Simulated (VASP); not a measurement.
Runs of VASP 6.6.1 on YCu2S2. It takes space group P-3m1 (No. 164, trigonal). The conventional cell has a = 3.927 Å, b = 3.927 Å, c = 6.414 Å, α = 90.00°, β = 90.00°, γ = 120.00°. Y (site symmetry -3m) has 6 S at 2.84 Å and 6 Cu at 3.15 Å within 3.7 Å. Within 3.2 Å of Cu (site symmetry 3m) lie 4 S at 2.32 to 2.51 Å and 3 Cu at 3.04 Å and 3 Y at 3.15 Å. S (site symmetry 3m) has 4 Cu at 2.32 to 2.51 Å and 3 Y at 2.84 Å within 3.1 Å. 

| smearing | gap on the mesh (eV) | pressure (GPa) | largest force (eV/Å) |
| --- | --- | --- | --- |
| gaussian 0.1 eV | none | -3.6 | 0.07 |
| gaussian 0.3 eV | none | -4.1 | 0.06 |
| gaussian 0.5 eV | none | (a) | 0.05 |
| gaussian 0.2 eV | none | -4.2 | 0.07 |

Alike in all rows: task single point; level PBEsol; potentials or basis VASP PAW PBE potentials, release 64 (Y_sv, Cu, S); no spin polarisation; cell as given; k mesh 8 × 8 × 4; cutoff (eV) 600.

Task: Estimate the missing entries.

Result: (a) -3.9.

Caveats: the cell stands under tension; the PAW data sets were made with another functional, which shifts forces and pressure a little; so wide a smearing shifts energies and pressures (at least some runs).

A k mesh can miss the band edges, and the runs leave out spin-orbit coupling on Y.

A gap of «none» marks levels without a gap at the run's occupations.
